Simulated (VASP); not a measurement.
## Si8O15 (a cell with a defect): single point with LDA

Si8O15 (a cell with a defect):

```xyz
23
Lattice="0.0000 5.0462 4.4946 4.0970 0.0000 4.4946 4.0970 5.0462 0.0000" Properties=species:S:1:pos:R:3 pbc="T T T"
Si    4.1674    5.8916    1.1645
Si    1.9241    1.7023    3.5352
Si    3.9846    4.4415    7.9419
Si    2.0661    3.3864    0.9691
Si    4.2273    5.6177    5.5173
Si    6.1724    6.7778    7.8324
Si    4.0095    4.2103    3.3016
Si    6.1168    8.3733    5.6377
O     2.9709    3.0988    4.1937
O     3.1499    4.4808    1.8170
O     5.0561    4.3999    4.7642
O     1.5822    2.8098    2.3985
O     5.2952    1.9177    4.8141
O     5.0525    5.5976    2.6398
O     7.2210    5.7178    4.1599
O     3.0444    8.1770    4.0930
O     3.1614    4.5061    6.3947
O     0.9374    4.4803    4.8227
O     5.1465    8.1212    7.0776
O     5.1096    6.9689    4.9184
O     5.0104    5.6084    7.0650
O     3.1584    5.6154    4.1418
O     7.1166    7.0157    6.3927
```

| Quantity | Value |
| --- | --- |
| Program | VASP 6.6.1 |
| Task | single point |
| Functional | LDA |
| Potentials or basis | VASP PAW LDA potentials, release 64 (Si, O) |
| Cutoff | 520 eV |
| k mesh | 2 × 2 × 2 |
| Occupations | fermi-dirac, width 0.05 eV |
| Spin | no spin polarisation |
| Dipole correction | no |
| Charge | 2 |
| Further INCAR settings | LREAL = Auto; ALGO = Normal; EDIFF = 1e-07; NBANDS = 78; NELECT = 120.0 |

| Item | Value |
| --- | --- |
| Largest force | 1.282 eV/Å |

Forces on the atoms (eV/Å):
```
Si   0.003  0.074  0.010
Si  -0.009 -0.026 -0.069
Si   0.205 -0.166 -0.110
Si   0.061 -0.040  0.022
Si   0.023 -0.010 -0.011
Si  -0.021 -0.094 -0.002
Si   0.119 -0.102  0.039
Si   0.085  0.042 -0.082
O    0.125  0.000 -0.067
O   -0.001 -0.068 -0.014
O   -0.009  0.014  0.059
O   -1.058  0.622  0.370
O    0.115 -0.121  0.119
O    0.090  0.007 -0.083
O    0.033  0.020 -0.183
O    0.008 -0.049  0.056
O    0.000 -0.055 -0.029
O    0.031 -0.067  0.004
O    0.056 -0.030  0.026
O   -0.009  0.033  0.055
O    0.072  0.052  0.011
O    0.062  0.020 -0.055
O    0.021 -0.056 -0.064
```

Levels at points of the mesh, in eV from the Fermi level:
| k point | band 58 | band 59 | band 60 | band 61 | band 62 | band 63 |
| --- | --- | --- | --- | --- | --- | --- |
| (0.00, 0.00, 0.00) | -1.92 | -1.65 | -1.21 | 1.85 | 4.19 | 5.12 |
| (0.50, 0.00, 0.00) | -1.77 | -1.63 | -1.38 | 2.65 | 3.91 | 5.22 |
| (0.50, 0.50, 0.50) | -2.04 | -1.71 | -1.43 | 2.41 | 4.50 | 5.28 |
| (0.00, 0.50, 0.00) | -1.85 | -1.70 | -1.39 | 2.73 | 4.05 | 5.40 |
| (0.00, 0.00, 0.50) | -1.83 | -1.69 | -1.36 | 2.49 | 4.26 | 5.20 |
| (0.50, 0.50, 0.00) | -1.93 | -1.60 | -1.46 | 2.52 | 4.42 | 5.39 |
| (0.50, 0.00, 0.50) | -1.96 | -1.63 | -1.34 | 2.72 | 3.91 | 5.46 |
| (0.00, 0.50, 0.50) | -1.71 | -1.62 | -1.38 | 2.75 | 4.21 | 5.44 |

It took 90 s on 1 thread of Intel(R) Xeon(R) 6975P-C (Granite Rapids), with other jobs on the host, peak memory 0.29 GiB.

Caveat: the k points lie up to 0.61 Å⁻¹ apart; the cell carries a net charge on a neutralising background, which shifts energy and pressure; the cell is charged against a uniform background, so pressure and absolute levels hang on convention.
